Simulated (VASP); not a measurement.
# InSb: single point with PBE

InSb:

```
CELL_PARAMETERS angstrom
0.00000 2.87235 3.24288
2.87235 0.00000 3.24288
2.87235 2.87235 0.00000
ATOMIC_POSITIONS crystal
In 0.00000 0.00000 0.00000
Sb 0.50000 0.50000 0.50000
```

| Quantity | Value |
| --- | --- |
| Program | VASP 6.6.1 |
| Task | single point |
| Functional | PBE |
| Potentials or basis | VASP PAW PBE potentials, release 64 (In_d, Sb) |
| Cutoff | 520 eV |
| k mesh | 14 × 14 × 14 |
| Occupations | gaussian, width 0.15 eV |
| Spin | no spin polarisation |

- Pressure: 6.6 GPa
- Band gap on the k mesh: zero (bands 9 and 10 overlap by 2.88 eV)

Stress tensor (GPa, compression positive):
```
10.54  0.00  0.00
 0.00 10.54  0.00
 0.00  0.00 -1.25
```

Levels at points of the mesh, in eV from the Fermi level:
| k point | band 5 | band 6 | band 7 | band 8 | band 9 | band 10 | band 11 | band 12 | band 13 | band 14 |
| --- | --- | --- | --- | --- | --- | --- | --- | --- | --- | --- |
| (0.00, 0.00, 0.00) | -14.55 | -11.52 | -0.49 | -0.49 | 0.20 | 0.63 | 4.27 | 5.76 | 6.54 | 6.54 |
| (0.50, 0.00, 0.00) | -14.53 | -9.51 | -6.88 | -0.12 | 0.73 | 1.49 | 2.89 | 2.94 | 3.88 | 10.22 |
| (0.50, 0.50, 0.00) | -14.51 | -9.44 | -4.84 | -2.32 | -2.03 | -2.03 | 3.45 | 9.18 | 9.18 | 9.79 |
| (0.50, 0.00, 0.50) | -14.51 | -8.23 | -4.92 | -3.65 | -3.21 | -1.84 | 2.99 | 6.79 | 10.18 | 10.63 |

It took 2.6 min on 1 thread of Intel(R) Xeon(R) Platinum 8259CL CPU @ 2.50GHz (Skylake/Cascade Lake), on a shared host, peak memory 0.35 GiB.

Caveat: the cell stands under pressure; spin-orbit coupling is left out, which moves the levels of the heavy elements.
